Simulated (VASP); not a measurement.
ScAl3As4:

```
Sc Al As
1.0
     5.30000    0.00000    0.00000
     0.00000    5.30000    0.00000
     0.00000    0.00000    5.30000
Sc Al As
1 3 4
Direct
  0.00000 0.00000 0.00000
  0.50000 0.00000 0.50000
  0.50000 0.50000 0.00000
  0.00000 0.50000 0.50000
  0.50000 0.00000 0.00000
  0.50000 0.50000 0.50000
  0.00000 0.50000 0.00000
  0.00000 0.00000 0.50000
```

```yaml
Program: VASP 6.6.1
Task: relaxation of cell and atoms
Functional: PBE
Potentials_or_basis: VASP PAW PBE potentials, release 64 (Sc_sv, Al, As)
Cutoff: 500 eV
k_mesh: 3 × 3 × 3
Occupations: gaussian, width 0.2 eV
Spin: no spin polarisation
```

At the start: pressure 4.0 GPa; volume 18.61 Å³/atom.

Problem. How do energy, volume and symmetry change on relaxing?

Solution. Over 3 steps the energy falls by 10.3 meV/atom and the volume is 19.47 Å³/atom (+4.6 %); space group Pm-3m (No. 221, to 0.1 Å) before and after.

The path:
```
step  energy change (eV)  largest force (eV/Å)  pressure (GPa)  volume (Å³)
   1              0.0000                0.0000            4.01       148.88
   2             -0.0650                0.0000           -1.59       159.14
   3             -0.0824                0.0000            0.00       155.76
```

Final structure:
```xyz
8
Lattice="5.3804 0.0000 0.0000 0.0000 5.3804 0.0000 0.0000 0.0000 5.3804" Properties=species:S:1:pos:R:3 pbc="T T T"
Sc    0.0000    0.0000    0.0000
Al    2.6902    0.0000    2.6902
Al    2.6902    2.6902    0.0000
Al    0.0000    2.6902    2.6902
As    2.6902    0.0000    0.0000
As    2.6902    2.6902    2.6902
As    0.0000    2.6902    0.0000
As    0.0000    0.0000    2.6902
```

Caveat: the k points lie up to 0.39 Å⁻¹ apart in the final cell.
